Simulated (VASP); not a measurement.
# HfGa2As2 (P-3m1) in VASP: notebook

Runs on HfGa2As2. Level: PBE. Tasks: single point, relaxation of cell and atoms.

Everything below comes from runs of VASP 6.6.1. Logs are shortened: lines on timing, memory, paths and dates and some standing lists are left out, and cuts for length are marked.

## (1) The cell of the first run

The structure is trigonal, space group P-3m1 (No. 164). The conventional cell has a = 4.166 Å, b = 4.166 Å, c = 7.019 Å, α = 90.00°, β = 90.00°, γ = 120.00°. Hf (site symmetry -3m) has 6 As at 3.05 Å and 6 Ga at 3.53 Å within 4.0 Å. Ga (site symmetry 3m) has 4 As at 2.51 to 2.57 Å and 3 Ga at 3.04 Å within 3.3 Å. Within 3.3 Å of As (site symmetry 3m) lie 4 Ga at 2.51 to 2.57 Å and 3 Hf at 3.05 Å.

The cell was generated, and may not be a known phase.

## (2) Single point, PBE

File INCAR:

```
SYSTEM = HfGa2As2
PREC     = Accurate       ! precision mode
ENCUT    = 520            ! plane-wave cutoff, eV
EDIFF    = 1E-7           ! SCF threshold, eV
ISMEAR   = 0              ! smearing method
SIGMA    = 0.1            ! smearing width, eV
LREAL    = .FALSE.        ! projectors in reciprocal space
LASPH    = .TRUE.         ! aspherical terms in the spheres
NELM     = 100            ! most SCF steps
ALGO     = Fast           ! electronic algorithm
ISIF     = 2              ! what is computed and relaxed
LWAVE    = .FALSE.        ! write WAVECAR
LCHARG   = .TRUE.         ! write CHGCAR
GGA      = PE             ! functional
LELF     = .TRUE.         ! ELF
LVHAR    = .TRUE.       
NBANDS   = 31             ! bands
```

File KPOINTS:

```
Automatic mesh
0
G
  6 6 4
  0 0 0
```

File POSCAR:

```
HfGa2As2
1.0
    4.1661395300      0.0000000000      0.0000000000
   -2.0830697700      3.6079826700      0.0000000000
    0.0000000000      0.0000000000      7.0187475200
Hf Ga As
1 2 2
Direct
    0.0000000000      0.0000000000      0.0000000000
    0.6666666700      0.3333333300      0.3675067400
    0.3333333300      0.6666666700      0.6324932600
    0.6666666700      0.3333333300      0.7330531500
    0.3333333300      0.6666666700      0.2669468500
```

Potentials or basis: VASP PAW PBE potentials, release 64 (Hf_pv, Ga_d, As).

On the command line:

```bash
cat potpaw_PBE.64/Hf_pv/POTCAR potpaw_PBE.64/Ga_d/POTCAR potpaw_PBE.64/As/POTCAR > POTCAR
mpirun -np 1 vasp_std > vasp.out
```

OUTCAR:

```text
SYSTEM = HfGa2As2
   PREC = Accurate
   ENCUT = 520
   EDIFF = 1E-7
   ISMEAR = 0
   LREAL = .FALSE.
   LASPH = .TRUE.
   NELM = 100
   ISIF = 2
   GGA = PE

 ion  position               nearest neighbor table
   1  0.000  0.000  0.000-   4 3.05   5 3.05   4 3.05   5 3.05   4 3.05   5 3.05
   2  0.667  0.333  0.368-   5 2.51   5 2.51   5 2.51   4 2.57
   3  0.333  0.667  0.632-   4 2.51   4 2.51   4 2.51   5 2.57
   4  0.667  0.333  0.733-   3 2.51   3 2.51   3 2.51   2 2.57   1 3.05   1 3.05   1 3.05
   5  0.333  0.667  0.267-   2 2.51   2 2.51   2 2.51   3 2.57   1 3.05   1 3.05   1 3.05

  LATTYP: Found a hexagonal cell.
 ALAT       =     4.1661395300
 C/A-ratio  =     1.6847125425

  Lattice vectors:

 A1 = (   4.1661395300,   0.0000000000,   0.0000000000)
 A2 = (  -2.0830697700,   3.6079826700,   0.0000000000)
 A3 = (   0.0000000000,   0.0000000000,   7.0187475200)

Analysis of symmetry for initial positions (statically):
=====================================================================
 Subroutine PRICEL returns:
 Original cell was already a primitive cell.

 Routine SETGRP: Setting up the symmetry group for a
 hexagonal supercell.

 Subroutine GETGRP returns: Found 12 space group operations
 (whereof 12 operations were pure point group operations)
 out of a pool of 24 trial point group operations.

The static configuration has the point symmetry D_3d.

Analysis of symmetry for dynamics (positions and initial velocities):
=====================================================================
 Subroutine PRICEL returns:
 Original cell was already a primitive cell.

 Routine SETGRP: Setting up the symmetry group for a
 hexagonal supercell.

 Subroutine GETGRP returns: Found 12 space group operations
 (whereof 12 operations were pure point group operations)
 out of a pool of 24 trial point group operations.

The dynamic configuration has the point symmetry D_3d.

 Subroutine INISYM returns: Found 12 space group operations
 (whereof 12 operations are pure point group operations),
 and found     1 'primitive' translations

----------------------------------------------------------------------------------------

                                     Primitive cell

  volume of cell :     105.5013

  direct lattice vectors                    reciprocal lattice vectors
     4.166139530  0.000000000  0.000000000     0.240030367  0.138581597  0.000000000
    -2.083069770  3.607982670  0.000000000     0.000000000  0.277163194  0.000000000
[... 93 lines left out ...]
   NSW    =      0    number of steps for IOM
   IBRION =     -1    ionic relax: 0-MD 1-quasi-New 2-CG
   NFREE  =      0    steps in history (QN), initial steepest desc. (CG)
   ISIF   =      2    stress and relaxation
   ISYM   =      2    0-nonsym 1-usesym 2-fastsym
   POTIM  = 0.5000    time-step for ionic-motion
   TEBEG  =    0.0;   TEEND  =   0.0 temperature during run
   PSTRESS=    0.0 pullay stress
   NELECT =      46.0000    total number of electrons
   NUPDOWN=      -1.0000    fix difference up-down
   EMIN   =  10.00;   EMAX   =-10.00  energy-range for DOS
   EFERMI =   0.00;   METHOD = LEGACY
   ISMEAR =     0;   SIGMA  =   0.10  broadening in eV -4-tet -1-fermi 0-gaus
   EFERMI_NEDOS =   21; number of points for ismear=-14 and -15
   IALGO  =     68    algorithm
   IMIX   =      4    mixing-type and parameters
     AMIX     =   0.40;   BMIX     =  1.00
     AMIX_MAG =   1.60;   BMIX_MAG =  1.00
  volume/ion in A,a.u.               =      21.10       142.39
  Fermi-wavevector in a.u.,A,eV,Ry     =   1.241390  2.345886 20.967237  1.541048
  Thomas-Fermi vector in A             =   2.375790
   LORBIT       =      0    0 simple, 1 ext, 2 COOP (PROOUT), +10 PAW based schemes
   GGA     = PE    functional components
   LHFCALC =     F    Hartree Fock is set to
   AEXX    =    0.0000 exact exchange contribution
   IVDW    =     0    specifies the selected vdW correction
   LEPSILON=     F    determine dielectric tensor
   LRPA    =     F    only Hartree local field effects (RPA)
 non-spin polarized calculation
 RMM-DIIS sequential band-by-band and
 Gauss-broadening in eV      SIGMA  =   0.10
  energy-cutoff  :      520.00
  volume of cell :      105.50
 maximum number of plane-waves:      2882
 NGX is ok and might be reduce to    32

 number of electron      45.9999993 magnetization

 Free energy of the ion-electron system (eV)
  ---------------------------------------------------
  ext. energy  EPLUGINS =         0.00000000
  ---------------------------------------------------
  free energy    TOTEN  =       -24.14383931 eV

  energy without entropy =      -24.12547114  energy(sigma->0) =      -24.13465522

 E-fermi :   5.7117     XC(G=0): -10.4551

 val. band max:        5.7103734214   @ k =   0.0000   0.0000   0.5000
 cond. band min:       5.7331031711   @ k =   0.5000  -0.0000   0.0000
 fundamental gap:      0.0227297497
 Fermi energy:         5.7117363720

 k-point     1 :       0.0000    0.0000    0.0000
  band No.  band energies     occupation
      1     -26.5141      2.00000
      2     -26.4666      2.00000
      3     -26.4666      2.00000
      4      -9.9108      2.00000
      5      -9.7969      2.00000
      6      -9.7969      2.00000
[... 805 lines left out ...]
     30       8.4473      0.00000
     31       9.8327      0.00000

------------------------ aborting loop because EDIFF is reached ----------------------------------------

  FORCE on cell =-STRESS in cart. coord.  units (eV):
  Direction    XX          YY          ZZ          XY          YZ          ZX
  --------------------------------------------------------------------------------------
  -------------------------------------------------------------------------------------
  Total        0.9471742      0.9471742      1.9610480     -0.0000000      0.0000000      0.0000000
  in kB       14.3840959     14.3840960     29.7811131     -0.0000000      0.0000000      0.0000000
  external PRESSURE =      19.5164350 kB  Pullay stress =       0.0000000 kB

 VOLUME and BASIS-vectors are now :
 -----------------------------------------------------------------------------
  energy-cutoff  :      520.00
  volume of cell :      105.50
      direct lattice vectors                 reciprocal lattice vectors
     4.166139530  0.000000000  0.000000000     0.240030367  0.138581597  0.000000000
    -2.083069770  3.607982670  0.000000000     0.000000000  0.277163194  0.000000000
     0.000000000  0.000000000  7.018747520     0.000000000  0.000000000  0.142475562

 POSITION                                       TOTAL-FORCE (eV/Angst)
 -----------------------------------------------------------------------------------
      0.00000      0.00000      0.00000        -0.000000      0.000000     -0.000000
      2.08307      1.20266      2.57944         0.000000     -0.000000     -0.837600
     -0.00000      2.40532      4.43931         0.000000      0.000000      0.837600
      2.08307      1.20266      5.14511        -0.000000      0.000000      2.375918
     -0.00000      2.40532      1.87363         0.000000     -0.000000     -2.375918
 -----------------------------------------------------------------------------------
    total drift:                               -0.000000      0.000000     -0.000000

  FREE ENERGIE OF THE ION-ELECTRON SYSTEM (eV)
  ---------------------------------------------------
  free  energy   TOTEN  =       -24.1438393123 eV

  energy  without entropy=      -24.1254711352  energy(sigma->0) =      -24.13465522
```

It took 5.3 min on 1 thread of Oxide Virtual Turin-like, shared host; peak memory 0.24 GiB.

What came out:

```yaml
Free_energy: -24.1438 eV
Pressure: 2.0 GPa
Largest_force: 2.376 eV/Å
Band_gap_on_the_k_mesh: zero (bands 23 and 24 overlap by 1.27 eV)
```

Forces in eV/Å, atoms in the order of the input:
```
Hf   0.000  0.000  0.000
Ga   0.000  0.000 -0.838
Ga   0.000  0.000  0.838
As   0.000  0.000  2.376
As   0.000  0.000 -2.376
```

Stress tensor (GPa, compression positive):
```
1.44 0.00 0.00
0.00 1.44 0.00
0.00 0.00 2.98
```

Caveat: spin-orbit coupling is left out, which moves the levels of the heavy elements; forces of over 1 eV/Å act on the atoms, so gaps and moduli don't describe the material at rest.

## (3) Single point, PBE

This run uses another cell than the first one, of 21.90 Å³/atom.

File INCAR:

```
SYSTEM = HfGa2As2
  PREC = Accurate
  ENCUT = 520
  EDIFF = 1E-6
  ISMEAR = 0
  SIGMA = 0.1
  LREAL = .False.
  LASPH = .True.
  NELM = 80
  ALGO = Fast
  ISIF = 2
  LWAVE = .False.
  LCHARG = .False.
  GGA = PE
  NBANDS = 31
```

File KPOINTS:

```
Automatic mesh
0
Gamma
  6 6 4
  0 0 0
```

File POSCAR:

```
HfGa2As2
1.0
    3.7793823614      0.0000000026      0.0000000000
   -1.8896911830      3.2730411343      0.0000000000
    0.0000000000      0.0000000000      8.8508644703
Hf Ga As
1 2 2
Direct
    0.0000000000      0.0000000000      0.0000000000
    0.6666666667      0.3333333333      0.3692469157
    0.3333333333      0.6666666667      0.6307530843
    0.6666666667      0.3333333333      0.8129715068
    0.3333333333      0.6666666667      0.1870284932
```

Potentials or basis: VASP PAW PBE potentials, release 64 (Hf_pv, Ga_d, As).

On the command line:

```bash
cat potpaw_PBE.64/Hf_pv/POTCAR potpaw_PBE.64/Ga_d/POTCAR potpaw_PBE.64/As/POTCAR > POTCAR
mpirun -np 1 vasp_std > vasp.out
```

OUTCAR:

```text
SYSTEM = HfGa2As2
   PREC = Accurate
   ENCUT = 520
   EDIFF = 1E-6
   ISMEAR = 0
   LREAL = .False.
   LASPH = .True.
   NELM = 80
   ISIF = 2
   GGA = PE

 ion  position               nearest neighbor table
   1  0.000  0.000  0.000-   4 2.74   5 2.74   4 2.74   5 2.74   4 2.74   5 2.74
   2  0.667  0.333  0.369-   5 2.71   5 2.71   5 2.71
   3  0.333  0.667  0.631-   4 2.71   4 2.71   4 2.71
   4  0.667  0.333  0.813-   3 2.71   3 2.71   3 2.71   1 2.74   1 2.74   1 2.74
   5  0.333  0.667  0.187-   2 2.71   2 2.71   2 2.71   1 2.74   1 2.74   1 2.74

  LATTYP: Found a hexagonal cell.
 ALAT       =     3.7793823614
 C/A-ratio  =     2.3418811922

  Lattice vectors:

 A1 = (   3.7793823614,   0.0000000026,   0.0000000000)
 A2 = (  -1.8896911830,   3.2730411343,   0.0000000000)
 A3 = (   0.0000000000,   0.0000000000,   8.8508644703)

Analysis of symmetry for initial positions (statically):
=====================================================================
 Subroutine PRICEL returns:
 Original cell was already a primitive cell.

 Routine SETGRP: Setting up the symmetry group for a
 hexagonal supercell.
[... 174 lines left out ...]

 val. band max:        4.8782595989   @ k =   0.3333   0.3333   0.2500
 cond. band min:       4.9781877568   @ k =   0.0000   0.0000   0.5000
 fundamental gap:      0.0999281579
 Fermi energy:         4.9096525996

 k-point     1 :       0.0000    0.0000    0.0000
  band No.  band energies     occupation
      1     -26.6763      2.00000
      2     -26.6133      2.00000
      3     -26.6133      2.00000
      4     -10.0910      2.00000
      5     -10.0910      2.00000
      6     -10.0905      2.00000
[... 805 lines left out ...]
     30       7.4340      0.00000
     31      11.3262      0.00000

------------------------ aborting loop because EDIFF is reached ----------------------------------------

  FORCE on cell =-STRESS in cart. coord.  units (eV):
  Direction    XX          YY          ZZ          XY          YZ          ZX
  --------------------------------------------------------------------------------------
  -------------------------------------------------------------------------------------
  Total        0.1233529      0.1233529      0.1676002     -0.0000000      0.0000000     -0.0000000
  in kB        1.8051032      1.8051032      2.4526028     -0.0000000      0.0000000     -0.0000000
  external PRESSURE =       2.0209364 kB  Pullay stress =       0.0000000 kB

 VOLUME and BASIS-vectors are now :
 -----------------------------------------------------------------------------
  energy-cutoff  :      520.00
  volume of cell :      109.49
      direct lattice vectors                 reciprocal lattice vectors
     3.779382361  0.000000003  0.000000000     0.264593498  0.152763128  0.000000000
    -1.889691183  3.273041134  0.000000000    -0.000000000  0.305526255  0.000000000
     0.000000000  0.000000000  8.850864470     0.000000000  0.000000000  0.112983314

 POSITION                                       TOTAL-FORCE (eV/Angst)
 -----------------------------------------------------------------------------------
      0.00000      0.00000      0.00000         0.000000     -0.000000      0.000000
      1.88969      1.09101      3.26815        -0.000000      0.000000      0.033224
     -0.00000      2.18203      5.58271         0.000000     -0.000000     -0.033224
      1.88969      1.09101      7.19550         0.000000     -0.000000      0.014626
     -0.00000      2.18203      1.65536         0.000000     -0.000000     -0.014626
 -----------------------------------------------------------------------------------
    total drift:                                0.000000      0.000000      0.000000

  FREE ENERGIE OF THE ION-ELECTRON SYSTEM (eV)
  ---------------------------------------------------
  free  energy   TOTEN  =       -26.8114801559 eV

  energy  without entropy=      -26.8049053092  energy(sigma->0) =      -26.80819273
```

Wall time 4.5 min (1 thread of Oxide Virtual Turin-like, shared host); peak memory 0.24 GiB.

Results:

```yaml
Free_energy: -26.8115 eV
Pressure: 0.2 GPa
Largest_force: 0.033 eV/Å
Band_gap_on_the_k_mesh: zero (bands 23 and 24 overlap by 1.42 eV)
```

Forces on the atoms (eV/Å):
```
Hf   0.000  0.000  0.000
Ga   0.000  0.000  0.033
Ga   0.000  0.000 -0.033
As   0.000  0.000  0.015
As   0.000  0.000 -0.015
```

Levels at points of the mesh, in eV from the Fermi level:
```csv
k point,band 19,band 20,band 21,band 22,band 23,band 24,band 25,band 26,band 27,band 28
"(0.00, 0.00, 0.00)",-2.20,-2.20,0.16,0.16,0.95,0.95,1.36,2.12,2.65,2.83
"(0.50, 0.00, 0.00)",-4.06,-2.66,-2.55,-1.66,-0.89,-0.40,1.08,1.85,2.75,2.82
"(0.00, 0.00, 0.50)",-2.19,-0.90,-0.73,0.07,0.07,0.95,0.95,1.59,3.10,3.36
"(0.50, 0.00, 0.50)",-3.37,-2.96,-2.63,-1.75,-1.48,-0.09,1.24,1.41,1.91,2.83
```

Caveat: spin-orbit coupling is left out, which moves the levels of the heavy elements.

## (4) Single point, PBE

This run uses another cell than the first one: it holds 10 atoms, not 5.

File INCAR:

```
  ALGO = Fast
  EDIFF = 1E-6
  ENCUT = 520
  GGA = PE
  ISIF = 2
  ISMEAR = 0
  LASPH = T
  LCHARG = F
  LREAL = F
  LWAVE = F
  NBANDS = 57
  NELM = 80
  PREC = Accurate
  SIGMA = 0.2
```

File KPOINTS:

```
k-points
0
Gamma
  6 6 2
```

File POSCAR:

```
HfGa2As2
1.0
    3.7919687530      0.0000000000      0.0000000000
   -1.8959843765      3.2839412705      0.0000000000
    0.0000000000      0.0000000000     17.6877712437
Hf Ga As
2 4 4
Direct
    1.0000000000      1.0000000000      0.0000000000
    0.0000000000      1.0000000000      0.5000000000
    0.6666666667      0.3333333333      0.1840933655
    0.6666666667      0.3333333333      0.6840933655
    0.3333333333      0.6666666667      0.3159066345
    0.3333333333      0.6666666667      0.8159066345
    0.6666666667      0.3333333333      0.4067745525
    0.6666666667      0.3333333333      0.9067745525
    0.3333333333      0.6666666667      0.0932254475
    0.3333333333      0.6666666667      0.5932254475
```

On the command line:

```bash
cat potpaw_PBE.64/Hf_pv/POTCAR potpaw_PBE.64/Ga_d/POTCAR potpaw_PBE.64/As/POTCAR > POTCAR
mpirun -np 1 vasp_std > vasp.out
```

Run time: 9.6 min. Hardware: 1 thread of Oxide Virtual Turin-like, shared host; peak memory 0.37 GiB.

The run converged. Its results:

| Property | Result |
| --- | --- |
| Free energy | -53.6461 eV |
| Pressure | 0.0 GPa |
| Largest force | 0.027 eV/Å |
| Band gap on the k mesh | zero (bands 46 and 47 overlap by 1.37 eV) |

Forces in eV/Å, atoms in the order of the input:
```
Hf   0.000  0.000  0.000
Hf   0.000  0.000  0.000
Ga   0.000  0.000  0.027
Ga   0.000  0.000  0.027
Ga   0.000  0.000 -0.027
Ga   0.000  0.000 -0.027
As   0.000  0.000  0.004
As   0.000  0.000  0.004
As   0.000  0.000 -0.004
As   0.000  0.000 -0.004
```

Stress tensor (GPa, compression positive):
```
-0.05  0.00  0.00
 0.00 -0.05  0.00
 0.00  0.00  0.14
```

Levels at points of the mesh, in eV from the Fermi level:
```csv
k point,band 43,band 44,band 45,band 46,band 47,band 48,band 49,band 50
"(0.00, 0.00, 0.00)",0.05,0.14,0.14,0.95,0.95,0.95,0.95,1.39
"(0.50, 0.00, 0.00)",-1.71,-1.66,-1.49,-0.86,-0.36,-0.08,1.10,1.29
"(0.00, 0.00, 0.50)",0.10,0.10,0.75,0.75,0.95,0.95,0.95,0.95
"(0.50, 0.00, 0.50)",-1.58,-1.58,-1.38,-1.38,-0.07,-0.07,0.96,0.96
```

Caveat: spin-orbit coupling is left out, which moves the levels of the heavy elements.

## (5) Single point, PBE

This run uses another cell than the first one, of 22.03 Å³/atom.

File INCAR:

```
SYSTEM = HfGa2As2
PREC = Accurate
ENCUT = 520
EDIFF = 1E-6
ISMEAR = 0
SIGMA = 0.1
LREAL = .FALSE.
LASPH = .TRUE.
NELM = 100
ALGO = Fast
ISIF = 2
LWAVE = .FALSE.
LCHARG = .FALSE.
GGA = PE
NBANDS = 31
```

File KPOINTS:

```
Automatic mesh
0
G
  12 12 4
  0 0 0
```

File POSCAR:

```
HfGa2As2
1.0
    3.7919687530      0.0000000000      0.0000000000
   -1.8959843765      3.2839412705      0.0000000000
    0.0000000000      0.0000000000      8.8438856219
Hf Ga As
1 2 2
Direct
    0.0000000000      0.0000000000      0.0000000000
    0.6666666667      0.3333333333      0.3681867310
    0.3333333333      0.6666666667      0.6318132690
    0.6666666667      0.3333333333      0.8135491051
    0.3333333333      0.6666666667      0.1864508949
```

On the command line:

```bash
cat potpaw_PBE.64/Hf_pv/POTCAR potpaw_PBE.64/Ga_d/POTCAR potpaw_PBE.64/As/POTCAR > POTCAR
mpirun -np 1 vasp_std > vasp.out
```

Wall time 13 min (1 thread of Oxide Virtual Turin-like, shared host); peak memory 0.36 GiB.

It converged, with:

```
Free energy            : -26.8475 eV
Pressure               : 0.0 GPa
Largest force          : 0.032 eV/Å
Band gap on the k mesh : zero (bands 23 and 24 overlap by 1.41 eV)
```

Forces in eV/Å, atoms in the order of the input:
```
Hf   0.000  0.000  0.000
Ga   0.000  0.000  0.012
Ga   0.000  0.000 -0.012
As   0.000  0.000  0.032
As   0.000  0.000 -0.032
```

Levels at points of the mesh, in eV from the Fermi level:
| k point | band 20 | band 21 | band 22 | band 23 | band 24 | band 25 | band 26 | band 27 |
| --- | --- | --- | --- | --- | --- | --- | --- | --- |
| (0.00, 0.00, 0.00) | -2.22 | 0.13 | 0.13 | 0.94 | 0.94 | 1.38 | 2.09 | 2.60 |
| (0.50, 0.00, 0.00) | -2.64 | -2.56 | -1.67 | -0.87 | -0.37 | 1.09 | 1.87 | 2.71 |
| (0.00, 0.00, 0.50) | -0.89 | -0.69 | 0.05 | 0.05 | 0.93 | 0.93 | 1.55 | 3.04 |
| (0.50, 0.00, 0.50) | -2.94 | -2.63 | -1.72 | -1.50 | -0.09 | 1.27 | 1.39 | 1.91 |

Caveat: spin-orbit coupling is left out, which moves the levels of the heavy elements.

(Part 1 of 2 ends here.)

The gap in the log of VASP goes by the Fermi energy; the results here count the filled bands.